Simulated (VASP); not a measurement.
A run of VASP 6.6.1 is set up as follows.

File INCAR:

```
SYSTEM = W
  PREC = Accurate
  ENCUT = 500
  EDIFF = 1E-6
  ISMEAR = -1
  SIGMA = 0.1
  LREAL = .FALSE.
  LASPH = .TRUE.
  NELM = 120
  ALGO = Normal
  ISIF = 2
  LWAVE = .FALSE.
  LCHARG = .FALSE.
  GGA = PS
  NBANDS = 21
  GGA_COMPAT = .FALSE.
```

KPOINTS

```
regular mesh
0
G
  13 13 13
  0 0 0
```

The input POSCAR:

```
W
1.0
    0.0000000000      2.5633958378      2.5633958378
    2.5633958378      0.0000000000      2.5633958378
    2.5633958378      2.5633958378      0.0000000000
W
2
Direct
   -0.1250000000     -0.1250000000     -0.1250000000
    0.1250000000      0.1250000000      0.1250000000
```

Potentials or basis: VASP PAW PBE potentials, release 64 (W_sv).

The run is started by

```console
$ cat potpaw_PBE.64/W_sv/POTCAR > POTCAR
$ mpirun -np 1 vasp_std > vasp.out
```

Question: Predict the band gap on the k mesh.

Answer: Zero (band 14 reaches 10.14 eV, above the bottom of band 15 at 9.09 eV).

Question: Predict the pressure.

Answer: 94.3 GPa.

Caveat: the PAW data sets were made with another functional, which shifts forces and pressure a little; spin-orbit coupling is left out, which moves the levels of the heavy elements.
